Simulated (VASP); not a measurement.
# Mg2C3 (C2/m) in VASP: notebook, part 2 of 2

VASP 6.6.1. Earlier steps stand in the parts before.

### Step 4. Relaxation of cell and atoms, PBEsol, target pressure 3 GPa, at which the enthalpy is minimised

This run uses another cell than the first one, of 10.48 Å³/atom.

Contents of INCAR:

```
ALGO = Normal ; EDIFF = 1E-6
EDIFFG = -0.008 ; ENCUT = 600
GGA = PS ; IBRION = 2
ISIF = 3 ; ISMEAR = 0
LASPH = True ; LCHARG = False
LREAL = False ; LWAVE = False
NELM = 80 ; NSW = 70
PREC = Accurate ; PSTRESS = 30.0
SIGMA = 0.02
```

Contents of KPOINTS:

```
k-points
0
Gamma
  8 8 6
```

Contents of POSCAR:

```
Mg2C3
1.0
    2.3760568633     -2.3055290777      0.0028910229
    2.3760568633      2.3055290777      0.0028910229
   -1.2012481773      0.0000000000      4.7830415566
Mg C
2 3
Direct
    0.8092596782      0.8092596782      0.1996336765
    0.1907403218      0.1907403218      0.8003663235
    0.3002581440      0.3002581440      0.2628019547
    0.6997418560      0.6997418560      0.7371980453
    0.5000000000      0.5000000000      0.5000000000
```

Command:

```
cat potpaw_PBE.64/Mg/POTCAR potpaw_PBE.64/C/POTCAR > POTCAR
mpirun -np 1 vasp_std > vasp.out
```

It took 3.4 min on 1 thread of AMD EPYC 9R45 (Zen 5), shared host; peak memory 0.22 GiB.

It converged, with:

```yaml
Free_energy: -31.3348 eV
Relaxed_volume: 10.49 Å³/atom
Relaxed_cell: a = 3.309 Å, b = 3.309 Å, c = 4.935 Å, α = 99.79°, β = 99.79°, γ = 88.21°
Space_group_after_relaxing_to_0.1_Å: C2/m (No. 12)
Energy_change_on_relaxing_the_run_minimises_the_enthalpy: -1.6 meV/atom
Ionic_steps: 14
Pressure_after_relaxing: 2.9 GPa
Largest_force_after_relaxing: 0.007 eV/Å
Band_gap_on_the_k_mesh: 1.69 eV (least direct gap 2.45 eV)
```

Forces on the atoms (eV/Å):
```
Mg   0.000  0.000 -0.001
Mg   0.000  0.000  0.001
C   -0.006  0.000  0.004
C    0.006  0.000 -0.004
C    0.000  0.000  0.000
```

Step by step:
```tsv
step	energy change (eV)	largest force (eV/Å)	pressure (GPa)	volume (Å³)
1	0.0000	0.6100	4.44	52.42
2	0.0767	2.1604	-2.83	53.13
3	-0.0093	0.0419	2.76	52.56
4	-0.0092	0.0418	2.83	52.56
5	-0.0092	0.0415	2.86	52.56
6	-0.0083	0.0261	2.96	52.49
7	-0.0072	0.0122	3.07	52.43
8	-0.0072	0.0129	3.08	52.44
9	-0.0078	0.0192	3.01	52.46
10	-0.0073	0.0140	3.06	52.44
11	-0.0078	0.0261	2.93	52.46
12	-0.0077	0.0192	2.96	52.46
13	-0.0078	0.0158	2.97	52.46
14	-0.0080	0.0075	2.95	52.47
```

Final structure:
```yaml
crystal:
  lattice:
    - [2.37605, -2.30282, 0.00939]
    - [2.37605, 2.30282, 0.00939]
    - [-1.18816, 0.00000, 4.79021]
  atoms:
    - { symbol: Mg, position: [0.80883, 0.80883, 0.20050] }
    - { symbol: Mg, position: [0.19117, 0.19117, 0.79950] }
    - { symbol: C, position: [0.29932, 0.29932, 0.26200] }
    - { symbol: C, position: [0.70068, 0.70068, 0.73800] }
    - { symbol: C, position: [0.50000, 0.50000, 0.50000] }
```

Levels at points of the mesh, in eV from the valence-band top:
| k point | band 4 | band 5 | band 6 | band 7 | band 8 | band 9 | band 10 | band 11 | band 12 |
| --- | --- | --- | --- | --- | --- | --- | --- | --- | --- |
| (0.00, 0.00, 0.00) | -4.13 | -3.35 | -2.92 | -1.52 | -0.72 | 3.62 | 3.71 | 4.07 | 7.73 |
| (0.50, 0.00, 0.00) | -5.18 | -4.82 | -3.22 | -3.16 | -0.16 | 2.94 | 4.71 | 6.49 | 6.93 |
| (0.50, 0.50, 0.00) | -5.95 | -5.44 | -3.74 | -2.43 | -1.22 | 1.69 | 2.12 | 3.20 | 5.57 |
| (0.00, 0.00, 0.50) | -4.27 | -3.79 | -3.53 | -0.97 | 0.00 | 3.14 | 3.42 | 4.41 | 5.82 |
| (0.50, 0.00, 0.50) | -6.48 | -4.09 | -3.11 | -1.29 | -0.24 | 2.21 | 3.85 | 5.97 | 6.87 |
| (0.50, 0.50, 0.50) | -6.05 | -5.17 | -3.94 | -3.04 | -2.11 | 2.08 | 3.66 | 5.59 | 6.84 |

Caveat: the cell is relaxed towards a set pressure, so the run minimises the enthalpy, not the energy; the PAW data sets were made with another functional, which shifts forces and pressure a little.

### Step 5. Relaxation of cell and atoms, PBEsol, target pressure -3 GPa, at which the enthalpy is minimised

This run uses another cell than the first one, of 11.09 Å³/atom.

Contents of INCAR:

```
SYSTEM = Mg2C3
PREC     = Accurate       ! precision mode
ENCUT    = 600            ! plane-wave cutoff, eV
EDIFF    = 1E-6           ! SCF threshold, eV
ISMEAR   = 0              ! smearing method
SIGMA    = 0.02           ! smearing width, eV
LREAL    = .False.        ! projectors in reciprocal space
LASPH    = .True.         ! aspherical terms in the spheres
NELM     = 80             ! most SCF steps
ALGO     = Normal         ! electronic algorithm
ISIF     = 3              ! what is computed and relaxed
LWAVE    = .False.        ! write WAVECAR
LCHARG   = .False.        ! write CHGCAR
GGA      = PS             ! functional
IBRION   = 2              ! ionic algorithm
NSW      = 70             ! ionic steps
EDIFFG   = -0.008         ! ionic threshold
PSTRESS  = -30.0
```

Contents of KPOINTS:

```
Automatic mesh
0
Gamma
  8 8 6
  0 0 0
```

Changes to POSCAR since step 4:

```diff
@@ -2,5 +2,5 @@
 1.0
-    2.3760568633     -2.3055290777      0.0028910229
-    2.3760568633      2.3055290777      0.0028910229
-   -1.2012481773      0.0000000000      4.7830415566
+    2.4213137330     -2.3494426012      0.0029460883
+    2.4213137330      2.3494426012      0.0029460883
+   -1.2241284093      0.0000000000      4.8741443798
 Mg C
```

Command:

```
cat potpaw_PBE.64/Mg/POTCAR potpaw_PBE.64/C/POTCAR > POTCAR
mpirun -np 1 vasp_std > vasp.out
```

It took 3.1 min on 1 thread of AMD EPYC 9R45 (Zen 5), shared host; peak memory 0.22 GiB.

The run converged. Its results:

```yaml
Free_energy: -31.3351 eV
Relaxed_volume: 11.07 Å³/atom
Relaxed_cell: a = 3.373 Å, b = 3.373 Å, c = 5.021 Å, α = 100.18°, β = 100.18°, γ = 88.39°
Space_group_after_relaxing_to_0.1_Å: C2/m (No. 12)
Energy_change_on_relaxing_the_run_minimises_the_enthalpy: -1.4 meV/atom
Ionic_steps: 13
Pressure_after_relaxing: -3.0 GPa
Largest_force_after_relaxing: 0.008 eV/Å
Band_gap_on_the_k_mesh: 1.66 eV (least direct gap 2.33 eV)
```

Forces on the atoms (eV/Å):
```
Mg  -0.001  0.000  0.000
Mg   0.001  0.000  0.000
C    0.007  0.000 -0.003
C   -0.007  0.000  0.003
C    0.000  0.000  0.000
```

The path:
```csv
step,energy change (eV),largest force (eV/Å),pressure (GPa),volume (Å³)
1,0.0000,0.4438,-4.26,55.47
2,0.0409,1.9024,1.76,54.77
3,-0.0071,0.0421,-3.08,55.32
4,-0.0071,0.0422,-3.05,55.32
5,-0.0072,0.0424,-3.03,55.31
6,-0.0078,0.0257,-2.97,55.29
7,-0.0084,0.0090,-2.90,55.26
8,-0.0074,0.0370,-3.06,55.31
9,-0.0077,0.0258,-3.03,55.30
10,-0.0074,0.0143,-3.03,55.31
11,-0.0069,0.0089,-3.03,55.34
12,-0.0070,0.0084,-3.04,55.34
13,-0.0071,0.0080,-3.03,55.33
```

Final structure:
```cif
data_structure
_symmetry_space_group_name_H-M 'P 1'
_symmetry_Int_Tables_number 1
_cell_length_a 3.3726
_cell_length_b 3.3726
_cell_length_c 5.0214
_cell_angle_alpha 100.181
_cell_angle_beta 100.181
_cell_angle_gamma 88.392
_cell_volume 55.33
loop_
_atom_site_label
_atom_site_type_symbol
_atom_site_fract_x
_atom_site_fract_y
_atom_site_fract_z
_atom_site_occupancy
Mg1 Mg 0.80950 0.80950 0.19853 1
Mg2 Mg 0.19050 0.19050 0.80147 1
C1 C 0.30104 0.30104 0.26327 1
C2 C 0.69896 0.69896 0.73673 1
C3 C 0.50000 0.50000 0.50000 1
```

Levels at points of the mesh, in eV from the valence-band top:
```csv
k point,band 4,band 5,band 6,band 7,band 8,band 9,band 10,band 11,band 12
"(0.00, 0.00, 0.00)",-4.11,-3.36,-2.96,-1.49,-0.70,3.23,3.46,4.07,7.33
"(0.50, 0.00, 0.00)",-5.15,-4.75,-3.19,-3.14,-0.15,2.95,4.56,6.08,6.47
"(0.50, 0.50, 0.00)",-5.79,-5.38,-3.73,-2.39,-1.18,1.66,1.90,3.04,5.44
"(0.00, 0.00, 0.50)",-4.31,-3.80,-3.54,-0.98,0.00,3.12,3.43,3.94,5.69
"(0.50, 0.00, 0.50)",-6.37,-4.06,-3.14,-1.31,-0.24,2.10,3.82,5.64,6.47
"(0.50, 0.50, 0.50)",-5.87,-5.11,-3.93,-2.95,-2.06,2.03,3.35,5.46,6.32
```

Caveat: the cell is relaxed towards a set pressure, so the run minimises the enthalpy, not the energy; the PAW data sets were made with another functional, which shifts forces and pressure a little.

### Step 6. The runs side by side

| cell | gap on the mesh (eV) | pressure (GPa) | largest force (eV/Å) |
| --- | --- | --- | --- |
| relaxed to 15 GPa from a = 3.220, b = 3.220, c = 4.790 Å, angles 99.6, 99.6, 88.0°, 5 atoms, atomic positions A | 1.77 | 15.0 | - |
| relaxed to 8 GPa from a = 3.269, b = 3.269, c = 4.871 Å, angles 99.8, 99.8, 88.2°, 5 atoms, atomic positions B | 1.75 | 8.0 | - |
| relaxed to 3 GPa from a = 3.311, b = 3.311, c = 4.932 Å, angles 100.0, 100.0, 88.3°, 5 atoms, atomic positions C | 1.69 | 2.9 | 0.01 |
| relaxed to -3 GPa from a = 3.374, b = 3.374, c = 5.026 Å, angles 100.0, 100.0, 88.3°, 5 atoms, atomic positions C | 1.66 | -3.0 | 0.01 |

Alike in all rows: task relaxation of cell and atoms; level PBEsol; potentials or basis VASP PAW PBE potentials, release 64 (Mg, C); no spin polarisation; k mesh 8 × 8 × 6; cutoff (eV) 600; smearing gaussian 0.02 eV.

Caveats: the cell is relaxed towards a set pressure, so the run minimises the enthalpy, not the energy; the PAW data sets were made with another functional, which shifts forces and pressure a little.

Absolute energies hang on the potentials; compare differences alone.
